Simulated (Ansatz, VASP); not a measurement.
Nb: VASP beside Ansatz

File INCAR:

```
ALGO     = Fast           # electronic algorithm
EDIFF    = 1E-6           # SCF threshold, eV
ENCUT    = 520            # plane-wave cutoff, eV
GGA      = PE             # functional
ISIF     = 2              # what is computed and relaxed
ISMEAR   = 0              # smearing method
LASPH    = True           # aspherical terms in the spheres
LCHARG   = False          # write CHGCAR
LREAL    = False          # projectors in reciprocal space
LWAVE    = False          # write WAVECAR
NBANDS   = 12             # bands
NELM     = 100            # most SCF steps
PREC     = Accurate       # precision mode
SIGMA    = 0.1            # smearing width, eV
```

Contents of KPOINTS:

```
k-points
0
Gamma
  18 18 18
```

POSCAR

```
Nb
1.0
    0.0000000000      2.1301137445      2.1301137445
    2.1301137445      0.0000000000      2.1301137445
    2.1301137445      2.1301137445      0.0000000000
Nb
1
Direct
    0.0000000000      0.0000000000      0.0000000000
```

Input for Ansatz:

```yaml
crystal:
  lattice:
    - [0.0, 2.1301137445, 2.1301137445]
    - [2.1301137445, 0.0, 2.1301137445]
    - [2.1301137445, 2.1301137445, 0.0]
  atoms:
    - { symbol: Nb, position: [0.0, 0.0, 0.0] }
basis:
  ecutwfc: 420
kpoints:
  mp_grid: { grid: [18, 18, 18] }
hamiltonian:
  xc: pbe
scf:
  occupations: { method: gaussian, width: 0.1 }
output:
  forces: true
  stress: true
  eigenvalues: true
```

Alike in both runs: task single point; functional PBE; k mesh 18 × 18 × 18; occupations gaussian, width 0.1 eV; no spin polarisation.

|  | VASP | Ansatz |
| --- | --- | --- |
| version | VASP 6.6.1 | Ansatz 0.2.0 |
| potentials or method | VASP PAW PBE potentials, release 64 (Nb_sv), cutoff 520 eV | scalar-relativistic, plane waves, PAW |
| valence electrons in the cell | 13 | 13 |

VASP gave:

| Quantity | Value |
| --- | --- |
| gap on the k mesh at the Fermi level (eV) | none |
| pressure (GPa) | -4.9 |

Q: What did Ansatz give for the same quantities?

A: gap on the k mesh at the Fermi level (eV): none; pressure (GPa): -4.6.

A gap of «none» marks a metal or a gap that the smearing closes.
